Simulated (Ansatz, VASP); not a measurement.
## One calculation of BN, two programs

File INCAR:

```
SYSTEM = BN
PREC = Accurate
ENCUT = 600
EDIFF = 1E-6
ISMEAR = -1
SIGMA = 0.05
LREAL = .FALSE.
LASPH = .TRUE.
NELM = 120
ALGO = Normal
ISIF = 2
LWAVE = .FALSE.
LCHARG = .FALSE.
NBANDS = 11
GGA_COMPAT = .FALSE.
```

KPOINTS

```
regular mesh
0
G
  15 15 15
  0 0 0
```

File POSCAR:

```
BN
1.0
    0.0000000000      1.6943945236      1.6943945236
    1.6943945236      0.0000000000      1.6943945236
    1.6943945236      1.6943945236      0.0000000000
B N
1 1
Direct
    0.0000000000      0.0000000000      0.0000000000
    0.5000000000      0.5000000000      0.5000000000
```

Input for Ansatz:

```yaml
crystal:
  lattice:
    - [0.0, 1.6943945236, 1.6943945236]
    - [1.6943945236, 0.0, 1.6943945236]
    - [1.6943945236, 1.6943945236, 0.0]
  atoms:
    - { symbol: B, position: [0.0, 0.0, 0.0] }
    - { symbol: "N", position: [0.5, 0.5, 0.5] }
kpoints:
  mp_grid: { grid: [15, 15, 15] }
scf:
  occupations: { method: fermi_dirac, width: 0.05 }
hamiltonian:
  xc: lda
  pseudopotentials: { kind: all_electron, lapw: { basis_error: 0.001 } }
output:
  forces: true
  stress: true
  eigenvalues: true
  populations: true
```

Change from the starting cell: volume scaled by 0.94, LAPW.

Alike in both runs: task single point; functional LDA; k mesh 15 × 15 × 15; occupations fermi-dirac, width 0.05 eV; no spin polarisation.

```csv
,VASP,Ansatz
version,VASP 6.6.1,Ansatz 0.2.0
potentials or method,"VASP PAW LDA potentials, release 64 (B, N), cutoff 600 eV","all-electron LAPW, scalar-relativistic"
```

VASP gave:

| Quantity | Value |
| --- | --- |
| gap on the k mesh at the Fermi level (eV) | 2.12 |
| pressure (GPa) | 29.9 |

Question: Which values does Ansatz return?

Answer: gap on the k mesh at the Fermi level (eV): 2.12; pressure (GPa): 29.3.

LDA's correlation is that of Perdew and Zunger in VASP and of Perdew and Wang (1992) in Ansatz. Both programs put the cell under a high pressure, so it lies far from rest at this level. Ansatz ran all-electron here, and VASP with PAW potentials.
